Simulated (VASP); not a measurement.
# SnTe (Fm-3m) in VASP: a series of runs

SnTe is run at these levels: PBE; tasks: single point.

All numbers are computed with VASP 6.6.1; they aren't measurements. Logs are shortened: lines on timing, memory, paths and dates and some standing lists are left out, and cuts for length are marked.

## 1. The cell of the first run

It takes space group Fm-3m (No. 225, cubic). Conventional cell: a = 6.184 Å, b = 6.184 Å, c = 6.184 Å, α = 90.00°, β = 90.00°, γ = 90.00°. Sn (site symmetry m-3m) has 6 Te at 3.09 Å within 4.1 Å. Te (site symmetry m-3m) has 6 Sn at 3.09 Å within 4.1 Å.

## 2. Single point, PBE (29.56 Å³/atom)

INCAR reads:

```
SYSTEM = SnTe
ALGO = Normal
EDIFF = 1E-7
ENCUT = 520
GGA = PE
ISIF = 2
ISMEAR = -1
LASPH = .TRUE.
LCHARG = .FALSE.
LREAL = .FALSE.
LWAVE = .FALSE.
NBANDS = 17
NELM = 100
PREC = Accurate
SIGMA = 0.08
```

KPOINTS reads:

```
k-points
0
G
  11 11 11
  0 0 0
```

POSCAR reads:

```
SnTe
1.0
    0.0000000000      3.0920635522      3.0920635522
    3.0920635522      0.0000000000      3.0920635522
    3.0920635522      3.0920635522      0.0000000000
Sn Te
1 1
Direct
    0.0000000000      0.0000000000      0.0000000000
    0.5000000000      0.5000000000      0.5000000000
```

Potentials or basis: VASP PAW PBE potentials, release 64 (Sn_d, Te).

Launch:

```
> cat potpaw_PBE.64/Sn_d/POTCAR potpaw_PBE.64/Te/POTCAR > POTCAR
> mpirun -np 1 vasp_std > vasp.out
```

OUTCAR:

```text
SYSTEM = SnTe
   EDIFF = 1E-7
   ENCUT = 520
   GGA = PE
   ISIF = 2
   ISMEAR = -1
   LASPH = .TRUE.
   LREAL = .FALSE.
   NELM = 100
   PREC = Accurate

 ion  position               nearest neighbor table
   1  0.000  0.000  0.000-   2 3.09   2 3.09   2 3.09   2 3.09   2 3.09   2 3.09
   2  0.500  0.500  0.500-   1 3.09   1 3.09   1 3.09   1 3.09   1 3.09   1 3.09

  LATTYP: Found a face centered cubic cell.
 ALAT       =     6.1841271044

  Lattice vectors:

 A1 = (   0.0000000000,   3.0920635522,   3.0920635522)
 A2 = (   3.0920635522,   0.0000000000,   3.0920635522)
 A3 = (   3.0920635522,   3.0920635522,   0.0000000000)

Analysis of symmetry for initial positions (statically):
=====================================================================
 Subroutine PRICEL returns:
 Original cell was already a primitive cell.

 Routine SETGRP: Setting up the symmetry group for a
 face centered cubic supercell.

 Subroutine GETGRP returns: Found 48 space group operations
 (whereof 48 operations were pure point group operations)
 out of a pool of 48 trial point group operations.

The static configuration has the point symmetry O_h .

Analysis of symmetry for dynamics (positions and initial velocities):
=====================================================================
 Subroutine PRICEL returns:
 Original cell was already a primitive cell.

 Routine SETGRP: Setting up the symmetry group for a
 face centered cubic supercell.

 Subroutine GETGRP returns: Found 48 space group operations
 (whereof 48 operations were pure point group operations)
 out of a pool of 48 trial point group operations.

The dynamic configuration has the point symmetry O_h .

 Subroutine INISYM returns: Found 48 space group operations
 (whereof 48 operations are pure point group operations),
 and found     1 'primitive' translations

----------------------------------------------------------------------------------------

                                     Primitive cell

  volume of cell :      59.1256

  direct lattice vectors                    reciprocal lattice vectors
     0.000000000  3.092063552  3.092063552    -0.161704309  0.161704309  0.161704309
     3.092063552  0.000000000  3.092063552     0.161704309 -0.161704309  0.161704309
     3.092063552  3.092063552  0.000000000     0.161704309  0.161704309 -0.161704309

  length of vectors
     4.372838211  4.372838211  4.372838211     0.280080079  0.280080079  0.280080079
[... 79 lines left out ...]
   ENCUT  =  520.0 eV  38.22 Ry    6.18 a.u.   8.13  8.13  8.13*2*pi/ulx,y,z
   NELM   =    100;   NELMIN=  2; NELMDL= -5     # of ELM steps
   EDIFF  = 0.1E-06   stopping-criterion for ELM
   LREAL  =      F    real-space projection
   EDIFFG = 0.1E-05   stopping-criterion for IOM
   NSW    =      0    number of steps for IOM
   IBRION =     -1    ionic relax: 0-MD 1-quasi-New 2-CG
   NFREE  =      0    steps in history (QN), initial steepest desc. (CG)
   ISIF   =      2    stress and relaxation
   ISYM   =      2    0-nonsym 1-usesym 2-fastsym
   POTIM  = 0.5000    time-step for ionic-motion
   TEBEG  =    0.0;   TEEND  =   0.0 temperature during run
   PSTRESS=    0.0 pullay stress
   NELECT =      20.0000    total number of electrons
   NUPDOWN=      -1.0000    fix difference up-down
   EMIN   =  10.00;   EMAX   =-10.00  energy-range for DOS
   EFERMI =   0.00;   METHOD = LEGACY
   ISMEAR =    -1;   SIGMA  =   0.08  broadening in eV -4-tet -1-fermi 0-gaus
   EFERMI_NEDOS =   21; number of points for ismear=-14 and -15
   IALGO  =     38    algorithm
   IMIX   =      4    mixing-type and parameters
     AMIX     =   0.40;   BMIX     =  1.00
     AMIX_MAG =   1.60;   BMIX_MAG =  1.00
  volume/ion in A,a.u.               =      29.56       199.50
  Fermi-wavevector in a.u.,A,eV,Ry     =   1.140669  2.155552 17.702900  1.301126
  Thomas-Fermi vector in A             =   2.277371
   LORBIT       =      0    0 simple, 1 ext, 2 COOP (PROOUT), +10 PAW based schemes
   GGA     = PE    functional components
   LHFCALC =     F    Hartree Fock is set to
   AEXX    =    0.0000 exact exchange contribution
   IVDW    =     0    specifies the selected vdW correction
   LEPSILON=     F    determine dielectric tensor
   LRPA    =     F    only Hartree local field effects (RPA)
 non-spin polarized calculation
  energy-cutoff  :      520.00
  volume of cell :       59.13
 maximum number of plane-waves:      1639
 NGX is ok and might be reduce to    36
   NGX = 17   NGY = 17   NGZ = 17

 number of electron      20.0000001 magnetization

 Free energy of the ion-electron system (eV)
  ---------------------------------------------------
  ext. energy  EPLUGINS =         0.00000000
  ---------------------------------------------------
  free energy    TOTEN  =        -7.46146499 eV

  energy without entropy =       -7.45891647  energy(sigma->0) =       -7.46019073

 E-fermi :   7.7273     XC(G=0):  -9.7498

 val. band max:        7.5683004394   @ k =   0.4545   0.0000   0.0000
 cond. band min:       8.0122187312   @ k =   0.4545   0.0000   0.0000
 fundamental gap:      0.4439182918
 Fermi energy:         7.7272778515

 k-point     1 :       0.0000    0.0000    0.0000
  band No.  band energies     occupation
      1     -14.2453      2.00000
      2     -14.2453      2.00000
      3     -14.2360      2.00000
      4     -14.2360      2.00000
      5     -14.2360      2.00000
      6      -5.5532      2.00000
[... 457 lines left out ...]
      4     -14.2318      2.00000
      5     -14.2299      2.00000
      6      -4.7944      2.00000
[... 9 lines left out ...]
     16      15.6416      0.00000
     17      15.8063      0.00000

 [... further k-points ...]

------------------------ aborting loop because EDIFF is reached ----------------------------------------

  FORCE on cell =-STRESS in cart. coord.  units (eV):
  Direction    XX          YY          ZZ          XY          YZ          ZX
  --------------------------------------------------------------------------------------
  -------------------------------------------------------------------------------------
  Total        2.0241222      2.0241222      2.0241222      0.0000000      0.0000000      0.0000000
  in kB       54.8494246     54.8494246     54.8494246      0.0000000      0.0000000      0.0000000
  external PRESSURE =      54.8494246 kB  Pullay stress =       0.0000000 kB

 VOLUME and BASIS-vectors are now :
 -----------------------------------------------------------------------------
  energy-cutoff  :      520.00
  volume of cell :       59.13
      direct lattice vectors                 reciprocal lattice vectors
     0.000000000  3.092063552  3.092063552    -0.161704309  0.161704309  0.161704309
     3.092063552  0.000000000  3.092063552     0.161704309 -0.161704309  0.161704309
     3.092063552  3.092063552  0.000000000     0.161704309  0.161704309 -0.161704309

 POSITION                                       TOTAL-FORCE (eV/Angst)
 -----------------------------------------------------------------------------------
      0.00000      0.00000      0.00000         0.000000     -0.000000     -0.000000
      3.09206      3.09206      3.09206        -0.000000      0.000000      0.000000
 -----------------------------------------------------------------------------------
    total drift:                               -0.000000      0.000000      0.000000

  FREE ENERGIE OF THE ION-ELECTRON SYSTEM (eV)
  ---------------------------------------------------
  free  energy   TOTEN  =        -7.4614649913 eV

  energy  without entropy=       -7.4589164692  energy(sigma->0) =       -7.46019073
```

Run time: 66 s. Hardware: 1 thread of Intel Xeon 8259CL, shared host; peak memory 0.23 GiB.

What came out:

| Property | Result |
| --- | --- |
| Free energy | -7.4615 eV |
| Pressure | 5.5 GPa |

Caveat: this odd mesh misses L, so gap, dielectric constants and Born charges aren't listed; the cell stands under pressure; spin-orbit coupling is left out, which moves the levels of the heavy elements.

## 3. Single point, PBE (29.88 Å³/atom)

This run uses another cell than the first one, of 29.88 Å³/atom.

INCAR reads:

```
SYSTEM = SnTe
PREC = Accurate
ENCUT = 520
EDIFF = 1E-6
ISMEAR = -1
SIGMA = 0.08
LREAL = .FALSE.
LASPH = .TRUE.
NELM = 80
ALGO = Normal
ISIF = 2
LWAVE = .FALSE.
LCHARG = .FALSE.
GGA = PE
NBANDS = 17
```

KPOINTS reads:

```
Automatic mesh
0
G
  11 11 11
  0 0 0
```

POSCAR reads:

```
SnTe
1.0
    0.0000000000      3.1029896626      3.1029896626
    3.1029896626      0.0000000000      3.1029896626
    3.1029896626      3.1029896626      0.0000000000
Sn Te
1 1
Direct
    0.0000000000      0.0000000000      0.0000000000
    0.5000000000      0.5000000000      0.5000000000
```

Potentials or basis: VASP PAW PBE potentials, release 64 (Sn_d, Te).

Launch:

```
> cat potpaw_PBE.64/Sn_d/POTCAR potpaw_PBE.64/Te/POTCAR > POTCAR
> mpirun -np 1 vasp_std > vasp.out
```

Wall time 65 s (1 thread of Intel Xeon 8259CL, shared host); peak memory 0.23 GiB.

The run converged. Its results:

```yaml
Free_energy: -7.4818 eV
Pressure: 4.8 GPa
```

Levels at points of the mesh, in eV from the Fermi level:
```tsv
k point	band 8	band 9	band 10	band 11	band 12	band 13
(0.00, 0.00, 0.00)	-2.31	-2.31	-2.31	3.41	3.41	3.41
```

Caveat: this odd mesh misses L, so gap, dielectric constants and Born charges aren't listed; the cell stands under pressure; spin-orbit coupling is left out, which moves the levels of the heavy elements.
